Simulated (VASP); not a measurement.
Set up this calculation in VASP 6.6.1, as the native input.

- Task: single point
- Functional: r2SCAN
- Potentials or basis: VASP PAW PBE potentials, release 64 (Zr_sv, C)
- Cutoff: 520 eV
- k mesh: 8 × 8 × 5
- Occupations: gaussian, width 0.05 eV
- Spin: no spin polarisation
- Dipole correction: no
- Further INCAR settings: ALGO = Normal; EDIFF = 1e-06; NBANDS = 24

The system is ZrC.

```
CELL_PARAMETERS angstrom
3.35343 0.00000 0.00000
-1.67671 2.90415 0.00000
0.00000 0.00000 5.35836
ATOMIC_POSITIONS crystal
Zr 0.33333 0.66667 0.25000
Zr 0.66667 0.33333 0.75000
C 0.00000 0.00000 0.00000
C 0.00000 0.00000 0.50000
```

The input as run:

POSCAR

```
ZrC
1.0
    3.3534270060      0.0000000000      0.0000000000
   -1.6767135030      2.9041529769      0.0000000000
    0.0000000000      0.0000000000      5.3583628129
Zr C
2 2
Direct
    0.3333333333      0.6666666667      0.2500000000
    0.6666666667      0.3333333333      0.7500000000
    0.0000000000      0.0000000000      0.0000000000
    0.0000000000      0.0000000000      0.5000000000
```

INCAR.step1

```
SYSTEM = ZrC
PREC     = Accurate       ! precision mode
ENCUT    = 520            ! plane-wave cutoff, eV
ISMEAR   = 0              ! smearing method
SIGMA    = 0.05           ! smearing width, eV
LREAL    = .False.        ! projectors in reciprocal space
LASPH    = .True.         ! aspherical terms in the spheres
NELM     = 100            ! most SCF steps
NBANDS   = 24             ! bands
GGA      = PE             ! functional
ALGO     = Normal         ! electronic algorithm
EDIFF    = 1E-4           ! SCF threshold, eV
LWAVE    = .True.         ! write WAVECAR
LCHARG   = .False.        ! write CHGCAR
```

INCAR.step2

```
SYSTEM = ZrC
PREC     = Accurate       ! precision mode
ENCUT    = 520            ! plane-wave cutoff, eV
EDIFF    = 1E-6           ! SCF threshold, eV
ISMEAR   = 0              ! smearing method
SIGMA    = 0.05           ! smearing width, eV
LREAL    = .False.        ! projectors in reciprocal space
LASPH    = .True.         ! aspherical terms in the spheres
NELM     = 100            ! most SCF steps
ALGO     = Normal         ! electronic algorithm
ISIF     = 2              ! what is computed and relaxed
LWAVE    = .False.        ! write WAVECAR
LCHARG   = .True.         ! write CHGCAR
METAGGA  = R2SCAN         ! meta-GGA
LMIXTAU  = .True.       
LELF     = .True.         ! ELF
LVHAR    = .True.       
NBANDS   = 24             ! bands
ISTART   = 1
```

KPOINTS

```
Automatic mesh
0
Gamma
  8 8 5
  0 0 0
```

Potentials or basis: VASP PAW PBE potentials, release 64 (Zr_sv, C).

Run with:

```sh
$ cat potpaw_PBE.64/Zr_sv/POTCAR potpaw_PBE.64/C/POTCAR > POTCAR
$ cp INCAR.step1 INCAR
$ mpirun -np 1 vasp_std > vasp.out
$ cp INCAR.step2 INCAR
$ mpirun -np 1 vasp_std > vasp.out
```

Results of the run:

The pressure is 0.2 GPa. The band gap on the k mesh is zero (bands 16 and 17 overlap by 1.09 eV).

Caveat: the PAW data sets were made with another functional, which shifts forces and pressure a little.

Wall time 4 min on 1 thread of Intel Xeon 8259CL (shared host), peak memory 0.19 GiB.
